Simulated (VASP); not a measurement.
# SrTiO3 (a) (P4/mmm) in VASP: a series of runs

SrTiO3 (a) is run at these levels: PBE; tasks: single point.

Everything below comes from runs of VASP 6.6.1. Logs are shortened: lines on timing, memory, paths and dates and some standing lists are left out, and cuts for length are marked.

### 1 The cell of the first run

The structure is tetragonal, space group P4/mmm (No. 123). Conventional cell: a = 4.024 Å, b = 4.024 Å, c = 3.885 Å, α = 90.00°, β = 90.00°, γ = 90.00°. Within 3.7 Å of Sr (site symmetry 4/mmm) lie 12 O at 2.80 to 2.85 Å and 8 Ti at 3.45 Å. Within 2.6 Å of Ti (site symmetry 4/mmm) lie 6 O at 1.94 to 2.01 Å. O (site symmetry 4/mmm) has 2 Ti at 1.94 Å within 2.6 Å. O (site symmetry mmm) has 2 Ti at 2.01 Å within 2.7 Å.

### 2 Single point, PBE

File INCAR:

```
PREC = Accurate
ENCUT = 600
EDIFF = 1E-6
ISMEAR = 0
SIGMA = 0.02
LREAL = False
LASPH = True
NELM = 120
ALGO = Normal
ISIF = 2
LWAVE = False
LCHARG = False
GGA = PE
NBANDS = 28
GGA_COMPAT = False
```

File KPOINTS:

```
Automatic mesh
0
Gamma
  8 8 8
```

File POSCAR:

```
SrTiO3
1.0
    4.0243719452      0.0000000000      0.0000000000
    0.0000000000      4.0243719452      0.0000000000
    0.0000000000      0.0000000000      3.8852261980
Sr Ti O
1 1 3
Direct
    0.0000000000      0.0000000000      0.0000000000
    0.5000000000      0.5000000000      0.5000000000
    0.5000000000      0.5000000000      0.0000000000
    0.5000000000      0.0000000000      0.5000000000
    0.0000000000      0.5000000000      0.5000000000
```

Potentials or basis: VASP PAW PBE potentials, release 64 (Sr_sv, Ti_sv, O).

Run with:

```console
$ cat potpaw_PBE.64/Sr_sv/POTCAR potpaw_PBE.64/Ti_sv/POTCAR potpaw_PBE.64/O/POTCAR > POTCAR
$ mpirun -np 1 vasp_std > vasp.out
```

OUTCAR:

```text
PREC = Accurate
   ENCUT = 600
   EDIFF = 1E-6
   ISMEAR = 0
   LREAL = False
   LASPH = True
   NELM = 120
   ISIF = 2
   GGA = PE

 ion  position               nearest neighbor table
   1  0.000  0.000  0.000-   4 2.80   5 2.80   4 2.80   5 2.80   5 2.80   5 2.80   4 2.80   4 2.80
                             3 2.85   3 2.85   3 2.85   3 2.85   2 3.45   2 3.45   2 3.45   2 3.45
   2  0.500  0.500  0.500-   3 1.94   3 1.94   5 2.01   4 2.01   4 2.01   5 2.01   1 3.45   1 3.45
                             1 3.45   1 3.45   1 3.45   1 3.45   1 3.45   1 3.45
   3  0.500  0.500  0.000-   2 1.94   2 1.94   1 2.85   1 2.85   1 2.85   1 2.85
   4  0.500  0.000  0.500-   2 2.01   2 2.01   1 2.80   1 2.80   1 2.80   1 2.80
   5  0.000  0.500  0.500-   2 2.01   2 2.01   1 2.80   1 2.80   1 2.80   1 2.80

  LATTYP: Found a simple tetragonal cell.
 ALAT       =     4.0243719452
 C/A-ratio  =     0.9654242329

  Lattice vectors:

 A1 = (   4.0243719452,   0.0000000000,   0.0000000000)
 A2 = (   0.0000000000,   4.0243719452,   0.0000000000)
 A3 = (   0.0000000000,   0.0000000000,   3.8852261980)

Analysis of symmetry for initial positions (statically):
=====================================================================
 Subroutine PRICEL returns:
 Original cell was already a primitive cell.

 Routine SETGRP: Setting up the symmetry group for a
 simple tetragonal supercell.

 Subroutine GETGRP returns: Found 16 space group operations
 (whereof 16 operations were pure point group operations)
 out of a pool of 16 trial point group operations.

The static configuration has the point symmetry D_4h.

Analysis of symmetry for dynamics (positions and initial velocities):
=====================================================================
 Subroutine PRICEL returns:
 Original cell was already a primitive cell.

 Routine SETGRP: Setting up the symmetry group for a
 simple tetragonal supercell.

 Subroutine GETGRP returns: Found 16 space group operations
 (whereof 16 operations were pure point group operations)
 out of a pool of 16 trial point group operations.

The dynamic configuration has the point symmetry D_4h.

 Subroutine INISYM returns: Found 16 space group operations
 (whereof 16 operations are pure point group operations),
 and found     1 'primitive' translations

----------------------------------------------------------------------------------------

                                     Primitive cell

  volume of cell :      62.9235

[... 91 lines left out ...]
   LASPH  =      T    aspherical Exc in radial PAW
   ENCUT  =  600.0 eV  44.10 Ry    6.64 a.u.   8.04  8.04  7.76*2*pi/ulx,y,z
   NELM   =    120;   NELMIN=  2; NELMDL= -5     # of ELM steps
   EDIFF  = 0.1E-05   stopping-criterion for ELM
   LREAL  =      F    real-space projection
   EDIFFG = 0.1E-04   stopping-criterion for IOM
   NSW    =      0    number of steps for IOM
   IBRION =     -1    ionic relax: 0-MD 1-quasi-New 2-CG
   NFREE  =      0    steps in history (QN), initial steepest desc. (CG)
   ISIF   =      2    stress and relaxation
   ISYM   =      2    0-nonsym 1-usesym 2-fastsym
   POTIM  = 0.5000    time-step for ionic-motion
   TEBEG  =    0.0;   TEEND  =   0.0 temperature during run
   PSTRESS=    0.0 pullay stress
   NELECT =      40.0000    total number of electrons
   NUPDOWN=      -1.0000    fix difference up-down
   EMIN   =  10.00;   EMAX   =-10.00  energy-range for DOS
   EFERMI =   0.00;   METHOD = LEGACY
   ISMEAR =     0;   SIGMA  =   0.02  broadening in eV -4-tet -1-fermi 0-gaus
   EFERMI_NEDOS =   21; number of points for ismear=-14 and -15
   IALGO  =     38    algorithm
   IMIX   =      4    mixing-type and parameters
     AMIX     =   0.40;   BMIX     =  1.00
     AMIX_MAG =   1.60;   BMIX_MAG =  1.00
  volume/ion in A,a.u.               =      12.58        84.93
  Fermi-wavevector in a.u.,A,eV,Ry     =   1.407637  2.660048 26.959151  1.981442
  Thomas-Fermi vector in A             =   2.529876
   LORBIT       =      0    0 simple, 1 ext, 2 COOP (PROOUT), +10 PAW based schemes
   GGA     = PE    functional components
   LHFCALC =     F    Hartree Fock is set to
   AEXX    =    0.0000 exact exchange contribution
   IVDW    =     0    specifies the selected vdW correction
   LEPSILON=     F    determine dielectric tensor
   LRPA    =     F    only Hartree local field effects (RPA)
 non-spin polarized calculation
 Gauss-broadening in eV      SIGMA  =   0.02
  energy-cutoff  :      600.00
  volume of cell :       62.92
 maximum number of plane-waves:      2124
   NGX = 17   NGY = 17   NGZ = 15

 number of electron      40.0000001 magnetization

 Free energy of the ion-electron system (eV)
  ---------------------------------------------------
  ext. energy  EPLUGINS =         0.00000000
  ---------------------------------------------------
  free energy    TOTEN  =       -40.05646303 eV

  energy without entropy =      -40.05646303  energy(sigma->0) =      -40.05646303

 E-fermi :   3.8357     XC(G=0): -10.9817

 val. band max:        3.7374454856   @ k =   0.5000   0.5000   0.5000
 cond. band min:       5.4375273678   @ k =   0.0000   0.0000   0.0000
 fundamental gap:      1.7000818822
 Fermi energy:         3.8356764457

 k-point     1 :       0.0000    0.0000    0.0000
  band No.  band energies     occupation
      1     -52.9634      2.00000
      2     -29.2392      2.00000
      3     -29.1910      2.00000
      4     -29.1720      2.00000
      5     -29.1720      2.00000
      6     -13.5338      2.00000
[... 733 lines left out ...]
     27      11.1776      0.00000
     28      12.0544      0.00000

 [... further k-points ...]
[... 5 lines left out ...]
  --------------------------------------------------------------------------------------
  -------------------------------------------------------------------------------------
  Total       -2.5692074     -2.5692074      0.2137254      0.0000000      0.0000000      0.0000000
  in kB      -65.4179926    -65.4179926      5.4419463      0.0000000      0.0000000      0.0000000
  external PRESSURE =     -41.7980130 kB  Pullay stress =       0.0000000 kB

 VOLUME and BASIS-vectors are now :
 -----------------------------------------------------------------------------
  energy-cutoff  :      600.00
  volume of cell :       62.92
      direct lattice vectors                 reciprocal lattice vectors
     4.024371945  0.000000000  0.000000000     0.248485978  0.000000000  0.000000000
     0.000000000  4.024371945  0.000000000     0.000000000  0.248485978  0.000000000
     0.000000000  0.000000000  3.885226198     0.000000000  0.000000000  0.257385272

 POSITION                                       TOTAL-FORCE (eV/Angst)
 -----------------------------------------------------------------------------------
      0.00000      0.00000      0.00000         0.000000      0.000000      0.000000
      2.01219      2.01219      1.94261         0.000000      0.000000      0.000000
      2.01219      2.01219      0.00000         0.000000      0.000000      0.000000
      2.01219      0.00000      1.94261         0.000000      0.000000      0.000000
      0.00000      2.01219      1.94261         0.000000      0.000000      0.000000
 -----------------------------------------------------------------------------------
    total drift:                                0.000000     -0.000000     -0.000000

  FREE ENERGIE OF THE ION-ELECTRON SYSTEM (eV)
  ---------------------------------------------------
  free  energy   TOTEN  =       -40.0564630326 eV

  energy  without entropy=      -40.0564630326  energy(sigma->0) =      -40.05646303
```

OSZICAR:

```text
N       E                     dE             d eps       ncg     rms          rms(c)
DAV:   1     0.458767675194E+03    0.45877E+03   -0.23264E+04  4200   0.175E+03
DAV:   2    -0.431093288900E+00   -0.45920E+03   -0.43815E+03  4812   0.461E+02
DAV:   3    -0.481096543247E+02   -0.47679E+02   -0.47263E+02  5712   0.142E+02
DAV:   4    -0.505133562250E+02   -0.24037E+01   -0.23984E+01  6520   0.274E+01
DAV:   5    -0.505881202371E+02   -0.74764E-01   -0.74748E-01  5796   0.383E+00    0.249E+01
DAV:   6    -0.402061295704E+02    0.10382E+02   -0.55657E+01  6112   0.629E+01    0.136E+01
DAV:   7    -0.401936741175E+02    0.12455E-01   -0.92945E+00  5596   0.226E+01    0.101E+01
DAV:   8    -0.400660328370E+02    0.12764E+00   -0.11918E+00  5208   0.108E+01    0.374E+00
DAV:   9    -0.400784844175E+02   -0.12452E-01   -0.24690E-01  5116   0.334E+00    0.142E+00
DAV:  10    -0.400576293845E+02    0.20855E-01   -0.88271E-02  5224   0.269E+00    0.435E-01
DAV:  11    -0.400567472745E+02    0.88211E-03   -0.11006E-02  6716   0.108E+00    0.170E-01
DAV:  12    -0.400565831566E+02    0.16412E-03   -0.91834E-04  4876   0.308E-01    0.123E-01
DAV:  13    -0.400564940065E+02    0.89150E-04   -0.20644E-04  6328   0.179E-01    0.745E-02
DAV:  14    -0.400564624634E+02    0.31543E-04   -0.39579E-04  5416   0.203E-01    0.283E-02
DAV:  15    -0.400564635281E+02   -0.10646E-05   -0.40800E-05  5360   0.558E-02    0.186E-02
DAV:  16    -0.400564630326E+02    0.49549E-06   -0.51269E-06  4880   0.180E-02
   1 F= -.40056463E+02 E0= -.40056463E+02  d E =-.147406E-14
```

Run time: 3.8 min. Hardware: 1 thread of AMD EPYC 7R13, shared host; peak memory 0.26 GiB.

What came out:

```
Free energy            : -40.0565 eV
Pressure               : -4.2 GPa
Band gap on the k mesh : 1.70 eV, indirect (least direct gap 2.08 eV)
```

Levels at points of the mesh, in eV from the valence-band top:
| k point | band 16 | band 17 | band 18 | band 19 | band 20 | band 21 | band 22 | band 23 | band 24 | band 25 |
| --- | --- | --- | --- | --- | --- | --- | --- | --- | --- | --- |
| (0.00, 0.00, 0.00) | -1.13 | -1.01 | -0.40 | -0.40 | -0.38 | 1.70 | 1.76 | 1.76 | 3.78 | 4.02 |
| (0.50, 0.00, 0.00) | -2.15 | -2.08 | -1.84 | -0.74 | -0.72 | 1.89 | 3.38 | 3.39 | 3.97 | 5.92 |
| (0.50, 0.50, 0.00) | -2.51 | -1.76 | -1.66 | -1.66 | -0.17 | 3.40 | 3.40 | 3.80 | 5.04 | 7.47 |
| (0.00, 0.00, 0.50) | -2.48 | -2.33 | -1.84 | -0.77 | -0.77 | 1.87 | 3.70 | 3.70 | 3.79 | 6.07 |
| (0.50, 0.00, 0.50) | -2.64 | -1.76 | -1.47 | -1.46 | -0.09 | 3.39 | 3.70 | 4.01 | 4.68 | 7.60 |
| (0.50, 0.50, 0.50) | -3.70 | -3.41 | -0.06 | 0.00 | 0.00 | 3.99 | 4.18 | 4.18 | 6.61 | 6.75 |

A k mesh can miss the band edges.

### 3 Single point, PBE

File INCAR:

```
SYSTEM = SrTiO3
PREC = Accurate ; ENCUT = 600
EDIFF = 1E-6 ; ISMEAR = 0
SIGMA = 0.02 ; LREAL = .False.
LASPH = .True. ; NELM = 120
ALGO = Normal ; ISIF = 2
LWAVE = .False. ; LCHARG = .True.
GGA = PE ; LELF = .True.
LVHAR = .True. ; NBANDS = 28
GGA_COMPAT = .False.
```

File KPOINTS:

```
regular mesh
0
Gamma
  8 8 8
  0 0 0
```

POSCAR is that of step 2.

Potentials or basis: VASP PAW PBE potentials, release 64 (Sr_sv, Ti_sv, O).

Run with:

```console
$ cat potpaw_PBE.64/Sr_sv/POTCAR potpaw_PBE.64/Ti_sv/POTCAR potpaw_PBE.64/O/POTCAR > POTCAR
$ mpirun -np 1 vasp_std > vasp.out
```

OUTCAR:

```text
SYSTEM = SrTiO3
   PREC = Accurate
   ENCUT = 600
   EDIFF = 1E-6
   ISMEAR = 0
   LREAL = .False.
   LASPH = .True.
   NELM = 120
   ISIF = 2
   GGA = PE

 ion  position               nearest neighbor table
   1  0.000  0.000  0.000-   4 2.80   5 2.80   4 2.80   5 2.80   5 2.80   5 2.80   4 2.80   4 2.80
                             3 2.85   3 2.85   3 2.85   3 2.85   2 3.45   2 3.45   2 3.45   2 3.45
   2  0.500  0.500  0.500-   3 1.94   3 1.94   5 2.01   4 2.01   4 2.01   5 2.01   1 3.45   1 3.45
                             1 3.45   1 3.45   1 3.45   1 3.45   1 3.45   1 3.45
[... 952 lines left out ...]
  -------------------------------------------------------------------------------------
  Total       -2.5692074     -2.5692074      0.2137254      0.0000000      0.0000000      0.0000000
  in kB      -65.4179926    -65.4179926      5.4419463      0.0000000      0.0000000      0.0000000
  external PRESSURE =     -41.7980130 kB  Pullay stress =       0.0000000 kB

 VOLUME and BASIS-vectors are now :
 -----------------------------------------------------------------------------
  energy-cutoff  :      600.00
  volume of cell :       62.92
      direct lattice vectors                 reciprocal lattice vectors
     4.024371945  0.000000000  0.000000000     0.248485978  0.000000000  0.000000000
     0.000000000  4.024371945  0.000000000     0.000000000  0.248485978  0.000000000
     0.000000000  0.000000000  3.885226198     0.000000000  0.000000000  0.257385272

 POSITION                                       TOTAL-FORCE (eV/Angst)
 -----------------------------------------------------------------------------------
      0.00000      0.00000      0.00000         0.000000      0.000000      0.000000
      2.01219      2.01219      1.94261         0.000000      0.000000      0.000000
      2.01219      2.01219      0.00000         0.000000      0.000000      0.000000
      2.01219      0.00000      1.94261         0.000000      0.000000      0.000000
      0.00000      2.01219      1.94261         0.000000      0.000000      0.000000
 -----------------------------------------------------------------------------------
    total drift:                                0.000000     -0.000000     -0.000000

  FREE ENERGIE OF THE ION-ELECTRON SYSTEM (eV)
  ---------------------------------------------------
  free  energy   TOTEN  =       -40.0564630326 eV

  energy  without entropy=      -40.0564630326  energy(sigma->0) =      -40.05646303
```

stdout:

```text
POSCAR found type information on POSCAR SrTiO
 POSCAR found :  3 types and       5 ions
 scaLAPACK will be used
 LDA part: xc-table for (Slater+PW92), standard interpolation
 POSCAR, INCAR and KPOINTS ok, starting setup
 FFT: planning ... GRIDC
 FFT: planning ... GRID_SOFT
 FFT: planning ... GRID
 WAVECAR not read
 entering main loop
```

It took 4.1 min on 1 thread of AMD EPYC 7R13, shared host; peak memory 0.26 GiB.

Results:

```yaml
Free_energy: -40.0565 eV
Pressure: -4.2 GPa
Band_gap_on_the_k_mesh: 1.70 eV, indirect (least direct gap 2.08 eV)
```

Levels at points of the mesh, in eV from the valence-band top:
```
           k point  band 18  band 19  band 20  band 21  band 22  band 23
(0.00, 0.00, 0.00)    -0.40    -0.40    -0.38     1.70     1.76     1.76
(0.50, 0.00, 0.00)    -1.84    -0.74    -0.72     1.89     3.38     3.39
(0.50, 0.50, 0.00)    -1.66    -1.66    -0.17     3.40     3.40     3.80
(0.00, 0.00, 0.50)    -1.84    -0.77    -0.77     1.87     3.70     3.70
(0.50, 0.00, 0.50)    -1.47    -1.46    -0.09     3.39     3.70     4.01
(0.50, 0.50, 0.50)    -0.06     0.00     0.00     3.99     4.18     4.18
```
